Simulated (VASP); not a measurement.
# SnO2 (P4_2/mnm) in VASP: a series of runs

The runs below take SnO2 through electric field gradients, with PBE.

Everything below comes from runs of VASP 6.6.1. Logs are shortened: lines on timing, memory, paths and dates and some standing lists are left out, and cuts for length are marked.

### Step 1. The cell of the first run

It takes space group P4_2/mnm (No. 136, tetragonal). Conventional cell: a = 4.832 Å, b = 4.832 Å, c = 3.186 Å, α = 90.00°, β = 90.00°, γ = 90.00°. Within 2.7 Å of Sn (site symmetry mmm) lie 6 O at 2.07 to 2.09 Å. O (site symmetry m2m) has 3 Sn at 2.07 to 2.09 Å and 1 O at 2.66 Å within 2.7 Å.

### Step 2. Electric field gradients, PBE (equal xx and yy strain of +2 %)

INCAR

```
ALGO = Normal
EDIFF = 1E-8
ENCUT = 520
GGA = PE
ISIF = 2
ISMEAR = -1
LASPH = T
LCHARG = F
LEFG = T
LREAL = F
LWAVE = F
NBANDS = 35
NELM = 80
PREC = Accurate
SIGMA = 0.03
```

KPOINTS

```
k-points
0
Gamma
  4 4 6
```

POSCAR

```
SnO2
1.0
    4.8320970000      0.0000000000      0.0000000000
    0.0000000000      4.8320970000      0.0000000000
    0.0000000000      0.0000000000      3.1864000000
Sn O
2 4
Direct
    0.0000000000      0.0000000000      0.0000000000
    0.5000000000      0.5000000000      0.5000000000
    0.3056200000      0.3056200000      0.0000000000
    0.1943800000      0.8056200000      0.5000000000
    0.6943800000      0.6943800000      0.0000000000
    0.8056200000      0.1943800000      0.5000000000
```

Potentials or basis: VASP PAW PBE potentials, release 64 (Sn_d, O).

Launch:

```sh
$ cat potpaw_PBE.64/Sn_d/POTCAR potpaw_PBE.64/O/POTCAR > POTCAR
$ mpirun -np 1 vasp_std > vasp.out
```

OUTCAR:

```text
EDIFF = 1E-8
   ENCUT = 520
   GGA = PE
   ISIF = 2
   ISMEAR = -1
   LASPH = T
   LREAL = F
   NELM = 80
   PREC = Accurate

 ion  position               nearest neighbor table
   1  0.000  0.000  0.000-   4 2.07   6 2.07   4 2.07   6 2.07   5 2.09   3 2.09
   2  0.500  0.500  0.500-   3 2.07   5 2.07   3 2.07   5 2.07   4 2.09   6 2.09
   3  0.306  0.306  0.000-   2 2.07   2 2.07   1 2.09
   4  0.194  0.806  0.500-   1 2.07   1 2.07   2 2.09
   5  0.694  0.694  0.000-   2 2.07   2 2.07   1 2.09
   6  0.806  0.194  0.500-   1 2.07   1 2.07   2 2.09

  LATTYP: Found a simple tetragonal cell.
 ALAT       =     4.8320970000
 C/A-ratio  =     0.6594238485

  Lattice vectors:

 A1 = (   4.8320970000,   0.0000000000,   0.0000000000)
 A2 = (   0.0000000000,   4.8320970000,   0.0000000000)
 A3 = (   0.0000000000,   0.0000000000,   3.1864000000)

Analysis of symmetry for initial positions (statically):
=====================================================================
 Subroutine PRICEL returns:
 Original cell was already a primitive cell.

 Routine SETGRP: Setting up the symmetry group for a
 simple tetragonal supercell.

 Subroutine GETGRP returns: Found 16 space group operations
 (whereof  8 operations were pure point group operations)
 out of a pool of 16 trial point group operations.

The static configuration has the point symmetry D_2h.
 The point group associated with its full space group is D_4h.

Analysis of symmetry for dynamics (positions and initial velocities):
=====================================================================
 Subroutine PRICEL returns:
 Original cell was already a primitive cell.

 Routine SETGRP: Setting up the symmetry group for a
 simple tetragonal supercell.

 Subroutine GETGRP returns: Found 16 space group operations
 (whereof  8 operations were pure point group operations)
 out of a pool of 16 trial point group operations.

The dynamic configuration has the point symmetry D_2h.
 The point group associated with its full space group is D_4h.

 Subroutine INISYM returns: Found 16 space group operations
 (whereof  8 operations are pure point group operations),
 and found     1 'primitive' translations

----------------------------------------------------------------------------------------

                                     Primitive cell

  volume of cell :      74.3998

  direct lattice vectors                    reciprocal lattice vectors
     4.832097000  0.000000000  0.000000000     0.206949488  0.000000000  0.000000000
     0.000000000  4.832097000  0.000000000     0.000000000  0.206949488  0.000000000
     0.000000000  0.000000000  3.186400000     0.000000000  0.000000000  0.313833794

  length of vectors
     4.832097000  4.832097000  3.186400000     0.206949488  0.206949488  0.313833794

  position of ions in fractional coordinates (direct lattice)
     0.000000000  0.000000000  0.000000000
     0.500000000  0.500000000  0.500000000
     0.305620000  0.305620000  0.000000000
     0.194380000  0.805620000  0.500000000
     0.694380000  0.694380000  0.000000000
     0.805620000  0.194380000  0.500000000

  ion indices of the primitive-cell ions
   primitive index   ion index
                 1           1
                 2           2
                 3           3
                 4           4
                 5           5
                 6           6

----------------------------------------------------------------------------------------

 KPOINTS: k-points

Automatic generation of k-mesh.
 Grid dimensions read from file:
 generate k-points for:    4    4    6

[... 53 lines left out ...]
   PREC   = accura    normal or accurate (medium, high low for compatibility)
   ISTART =      0    job   : 0-new  1-cont  2-samecut
   ICHARG =      2    charge: 1-file 2-atom 10-const
   ISPIN  =      1    spin polarized calculation?
   LNONCOLLINEAR =      F non collinear calculations
   LSORBIT =      F    spin-orbit coupling
   LASPH  =      T    aspherical Exc in radial PAW
   ENCUT  =  520.0 eV  38.22 Ry    6.18 a.u.   8.98  8.98  5.92*2*pi/ulx,y,z
   NELM   =     80;   NELMIN=  2; NELMDL= -5     # of ELM steps
   EDIFF  = 0.1E-07   stopping-criterion for ELM
   LREAL  =      F    real-space projection
   EDIFFG = 0.1E-06   stopping-criterion for IOM
   NSW    =      0    number of steps for IOM
   IBRION =     -1    ionic relax: 0-MD 1-quasi-New 2-CG
   NFREE  =      0    steps in history (QN), initial steepest desc. (CG)
   ISIF   =      2    stress and relaxation
   ISYM   =      2    0-nonsym 1-usesym 2-fastsym
   POTIM  = 0.5000    time-step for ionic-motion
   TEBEG  =    0.0;   TEEND  =   0.0 temperature during run
   PSTRESS=    0.0 pullay stress
   NELECT =      52.0000    total number of electrons
   NUPDOWN=      -1.0000    fix difference up-down
   EMIN   =  10.00;   EMAX   =-10.00  energy-range for DOS
   EFERMI =   0.00;   METHOD = LEGACY
   ISMEAR =    -1;   SIGMA  =   0.03  broadening in eV -4-tet -1-fermi 0-gaus
   EFERMI_NEDOS =   21; number of points for ismear=-14 and -15
   IALGO  =     38    algorithm
   IMIX   =      4    mixing-type and parameters
     AMIX     =   0.40;   BMIX     =  1.00
     AMIX_MAG =   1.60;   BMIX_MAG =  1.00
  volume/ion in A,a.u.               =      12.40        83.68
  Fermi-wavevector in a.u.,A,eV,Ry     =   1.452843  2.745476 28.718544  2.110753
  Thomas-Fermi vector in A             =   2.570178
   LORBIT       =      0    0 simple, 1 ext, 2 COOP (PROOUT), +10 PAW based schemes
   GGA     = PE    functional components
   LHFCALC =     F    Hartree Fock is set to
   AEXX    =    0.0000 exact exchange contribution
   IVDW    =     0    specifies the selected vdW correction
   LEPSILON=     F    determine dielectric tensor
   LRPA    =     F    only Hartree local field effects (RPA)
 non-spin polarized calculation
  energy-cutoff  :      520.00
  volume of cell :       74.40
 maximum number of plane-waves:      2036
 NGX is ok and might be reduce to    36
   NGX = 17   NGY = 17   NGZ = 11

 number of electron      52.0000008 magnetization

 Free energy of the ion-electron system (eV)
  ---------------------------------------------------
  ext. energy  EPLUGINS =         0.00000000
  ---------------------------------------------------
  free energy    TOTEN  =       -37.28101933 eV

  energy without entropy =      -37.28101932  energy(sigma->0) =      -37.28101933

 E-fermi :   6.1196     XC(G=0): -11.0434

 val. band max:        5.6887636580   @ k =   0.0000   0.0000   0.0000
 cond. band min:       6.5502882049   @ k =   0.0000   0.0000   0.0000
 fundamental gap:      0.8615245469
 Fermi energy:         6.1196058785

 k-point     1 :       0.0000    0.0000    0.0000
  band No.  band energies     occupation
      1     -15.3837      2.00000
      2     -14.7036      2.00000
      3     -14.4634      2.00000
      4     -14.4326      2.00000
      5     -14.4326      2.00000
      6     -14.3514      2.00000
[... 901 lines left out ...]
     34      16.5345      0.00000
     35      18.4873      0.00000

------------------------ aborting loop because EDIFF is reached ----------------------------------------

  FORCE on cell =-STRESS in cart. coord.  units (eV):
  Direction    XX          YY          ZZ          XY          YZ          ZX
  --------------------------------------------------------------------------------------
  -------------------------------------------------------------------------------------
  Total        1.0387295      1.0387295      3.1475805      0.0000000      0.0000000      0.0000000
  in kB       22.3687377     22.3687377     67.7822292      0.0000000      0.0000000      0.0000000
  external PRESSURE =      37.5065682 kB  Pullay stress =       0.0000000 kB

 VOLUME and BASIS-vectors are now :
 -----------------------------------------------------------------------------
  energy-cutoff  :      520.00
  volume of cell :       74.40
      direct lattice vectors                 reciprocal lattice vectors
     4.832097000  0.000000000  0.000000000     0.206949488  0.000000000  0.000000000
     0.000000000  4.832097000  0.000000000     0.000000000  0.206949488  0.000000000
     0.000000000  0.000000000  3.186400000     0.000000000  0.000000000  0.313833794

 POSITION                                       TOTAL-FORCE (eV/Angst)
 -----------------------------------------------------------------------------------
      0.00000      0.00000      0.00000        -0.000000      0.000000      0.000000
      2.41605      2.41605      1.59320        -0.000000      0.000000      0.000000
      1.47679      1.47679      0.00000         0.016064      0.016064      0.000000
      0.93926      3.89283      1.59320        -0.016064      0.016064      0.000000
      3.35531      3.35531      0.00000        -0.016064     -0.016064      0.000000
      3.89283      0.93926      1.59320         0.016064     -0.016064      0.000000
 -----------------------------------------------------------------------------------
    total drift:                                0.000000      0.000000      0.000000

  FREE ENERGIE OF THE ION-ELECTRON SYSTEM (eV)
  ---------------------------------------------------
  free  energy   TOTEN  =       -37.2810193308 eV

  energy  without entropy=      -37.2810193196  energy(sigma->0) =      -37.28101933

 Electric field gradients (V/A^2)
---------------------------------------------------------------------
 ion       V_xx      V_yy      V_zz      V_xy      V_xz      V_yz
---------------------------------------------------------------------
   1      28.893    28.893   -57.786    -6.736    -0.000     0.000
   2      28.893    28.893   -57.786     6.736    -0.000    -0.000
   3     -23.457   -23.457    46.914    88.130     0.000    -0.000
   4     -23.457   -23.457    46.914   -88.130    -0.000    -0.000
   5     -23.457   -23.457    46.914    88.130    -0.000     0.000
   6     -23.457   -23.457    46.914   -88.130     0.000    -0.000
---------------------------------------------------------------------

 Electric field gradients after diagonalization (V/A^2)
 (convention: |V_zz| > |V_xx| > |V_yy|)
----------------------------------------------------------------------
 ion       V_xx      V_yy      V_zz     asymmetry (V_yy - V_xx)/ V_zz
----------------------------------------------------------------------
   1      35.629    22.157   -57.786       0.233
   2      35.629    22.157   -57.786       0.233
   3      64.673    46.914  -111.587       0.159
   4      64.673    46.914  -111.587       0.159
   5      64.673    46.914  -111.587       0.159
   6      64.673    46.914  -111.587       0.159
----------------------------------------------------------------------

           NMR quadrupolar parameters

 Cq : quadrupolar parameter    Cq=e*Q*V_zz/h
 eta: asymmetry parameters     (V_yy - V_xx)/ V_zz
 Q  : nuclear electric quadrupole moment in mb (millibarn)
----------------------------------------------------------------------
 ion       Cq(MHz)       eta       Q (mb)
----------------------------------------------------------------------
   1      -0.140       0.233       1.000
   2      -0.140       0.233       1.000
   3      -0.270       0.159       1.000
   4      -0.270       0.159       1.000
   5      -0.270       0.159       1.000
   6      -0.270       0.159       1.000
----------------------------------------------------------------------
```

It took 24 s on 1 thread of Intel Xeon 6975P-C (Granite Rapids), shared host; peak memory 0.19 GiB.

Results:

- Free energy: -37.2810 eV
- Pressure: 3.8 GPa
- Largest force: 0.023 eV/Å
- Band gap on the k mesh: 0.86 eV, direct

Forces in eV/Å, atoms in the order of the input:
```
Sn   0.000  0.000  0.000
Sn   0.000  0.000  0.000
O    0.016  0.016  0.000
O   -0.016  0.016  0.000
O   -0.016 -0.016  0.000
O    0.016 -0.016  0.000
```

Stress tensor (GPa, compression positive):
```
2.24 0.00 0.00
0.00 2.24 0.00
0.00 0.00 6.78
```

Electric field gradients, principal values (V/Å²):
```csv
atom,least,middle,greatest (by size)
1 Sn,22.157,35.629,-57.786
2 Sn,22.157,35.629,-57.786
3 O,46.914,64.673,-111.587
4 O,46.914,64.673,-111.587
5 O,46.914,64.673,-111.587
6 O,46.914,64.673,-111.587
```

Caveat: the cell differs from its parent crystal (equal xx and yy strain of +2 %); without QUAD_EFG the Cq values of the log hold for a quadrupole moment of 1 mb, not for the nuclei; spin-orbit coupling is left out, which moves the levels of the heavy elements.

(Continued in part 2 of 3.)
